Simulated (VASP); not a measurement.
A run of VASP 6.6.1 is set up as follows.

The input INCAR:

```
PREC = Accurate ; ENCUT = 750
EDIFF = 1E-6 ; ISMEAR = 0
SIGMA = 0.02 ; LREAL = False
LASPH = True ; NELM = 120
ALGO = Normal ; ISIF = 2
LWAVE = False ; LCHARG = False
GGA = PE ; NBANDS = 12
GGA_COMPAT = False
```

File KPOINTS:

```
regular mesh
0
Gamma
  10 10 10
```

File POSCAR:

```
LiF
1.0
    0.0000000000      1.9708512465      1.9708512465
    1.9708512465      0.0000000000      1.9708512465
    1.9708512465      1.9708512465      0.0000000000
Li F
1 1
Direct
    0.0000000000      0.0000000000      0.0000000000
    0.5000000000      0.5000000000      0.5000000000
```

Potentials or basis: VASP PAW PBE potentials, release 64 (Li_sv, F).

Run with:

```sh
$ cat potpaw_PBE.64/Li_sv/POTCAR potpaw_PBE.64/F/POTCAR > POTCAR
$ mpirun -np 1 vasp_std > vasp.out
```

Question: Predict the pressure.

Answer: 7.0 GPa.

Question: Predict the band gap on the k mesh.

Answer: 9.68 eV, direct.

 A k mesh can miss the band edges.
